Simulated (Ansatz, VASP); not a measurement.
Given: the input of a run of VASP 6.6.1 on SnTe.

Contents of INCAR:

```
  PREC = Accurate
  ENCUT = 520
  EDIFF = 1E-6
  ISMEAR = -1
  SIGMA = 0.05
  LREAL = False
  LASPH = True
  NELM = 80
  ALGO = Normal
  ISIF = 2
  LWAVE = False
  LCHARG = False
  GGA = PS
  NBANDS = 17
```

The input KPOINTS:

```
regular mesh
0
Gamma
  7 7 7
```

File POSCAR:

```
SnTe
1.0
    0.0000000000      3.6819707652      3.6819707652
    3.6819707652      0.0000000000      3.6819707652
    3.6819707652      3.6819707652      0.0000000000
Te Sn
1 1
Direct
    0.2500000000      0.2500000000      0.2500000000
    0.0000000000      0.0000000000      0.0000000000
```

Potentials or basis: VASP PAW PBE potentials, release 64 (Te, Sn_d).

The run is started by

```bash
$ cat potpaw_PBE.64/Te/POTCAR potpaw_PBE.64/Sn_d/POTCAR > POTCAR
$ mpirun -np 1 vasp_std > vasp.out
```

Question: Translate it to Ansatz 0.2.0. Potentials there: all-electron LAPW, scalar-relativistic.

Answer: As run (the cutoff follows the program's own potentials):

The input input.yaml:

```yaml
crystal:
  lattice:
    - [0.0, 3.6819707652, 3.6819707652]
    - [3.6819707652, 0.0, 3.6819707652]
    - [3.6819707652, 3.6819707652, 0.0]
  atoms:
    - { symbol: Te, position: [0.25, 0.25, 0.25] }
    - { symbol: Sn, position: [0.0, 0.0, 0.0] }
kpoints:
  mp_grid: { grid: [7, 7, 7] }
scf:
  occupations: { method: fermi_dirac, width: 0.05 }
hamiltonian:
  xc: pbesol
  pseudopotentials: { kind: all_electron, lapw: { basis_error: 0.0005 } }
output:
  forces: true
  stress: true
  eigenvalues: true
```

Potentials or basis: all-electron LAPW, scalar-relativistic.

Launch:

```console
$ ansatz run input.yaml --threads 1 --pin off --max-ram 3072MiB --backend cpu --events-out ev --progress --plain --runs-dir out
```

Both were run:

|  | VASP | Ansatz | Ansatz less VASP |
| --- | --- | --- | --- |
| gap on the k mesh at the Fermi level (eV) | 0.41 | 0.41 | +0.002 |
| least direct gap on the mesh (eV) | 0.85 | 0.85 | +0.001 |
| pressure (GPa) | -2.5 | -2.5 | +0.01 |

VASP's potentials were made for PBE, not for PBEsol. Ansatz ran all-electron here, and VASP with PAW potentials.

Neither program's run includes spin-orbit coupling.
